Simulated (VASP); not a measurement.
Here is a VASP 6.6.1 calculation.

POSCAR

```
ZrS
1.0
    0.0000000000      2.6908384368      2.6516514692
    2.6908384368      0.0000000000      2.6516514692
    2.6908384368      2.6908384368      0.0000000000
Zr S
1 1
Direct
    0.0000000000      0.0000000000      0.0000000000
    0.5000000000      0.5000000000      0.5000000000
```

INCAR.step1

```
ALGO = Normal ; EDIFF = 1E-4
ENCUT = 520 ; GGA = PE
ISMEAR = 0 ; LASPH = True
LCHARG = False ; LREAL = False
LWAVE = True ; NBANDS = 16
NELM = 100 ; PREC = Accurate
SIGMA = 0.15
```

File INCAR.step2:

```
ALGO = Normal ; EDIFF = 1E-6
ENCUT = 520 ; ISIF = 2
ISMEAR = 0 ; ISTART = 1
LASPH = True ; LCHARG = False
LMIXTAU = True ; LREAL = False
LWAVE = False ; METAGGA = R2SCAN
NBANDS = 16 ; NELM = 100
PREC = Accurate ; SIGMA = 0.15
```

KPOINTS

```
k-points
0
Gamma
  20 20 20
```

Potentials or basis: VASP PAW PBE potentials, release 64 (Zr_sv, S).

Command:

```sh
$ cat potpaw_PBE.64/Zr_sv/POTCAR potpaw_PBE.64/S/POTCAR > POTCAR
$ cp INCAR.step1 INCAR
$ mpirun -np 1 vasp_std > vasp.out
$ cp INCAR.step2 INCAR
$ mpirun -np 1 vasp_std > vasp.out
```

Q: What does it give for the band gap on the k mesh?

A: Zero (bands 9 and 10 overlap by 2.66 eV).

Q: Estimate the pressure.

A: -8.8 GPa.

Stress tensor (GPa, compression positive):
```
-9.73  0.00  0.00
 0.00 -9.73  0.00
 0.00  0.00 -6.80
```

Caveat: the cell differs from its parent crystal (strain +0.030 along x and y, +0.015 along z); the cell stands under tension; the PAW data sets were made with another functional, which shifts forces and pressure a little.
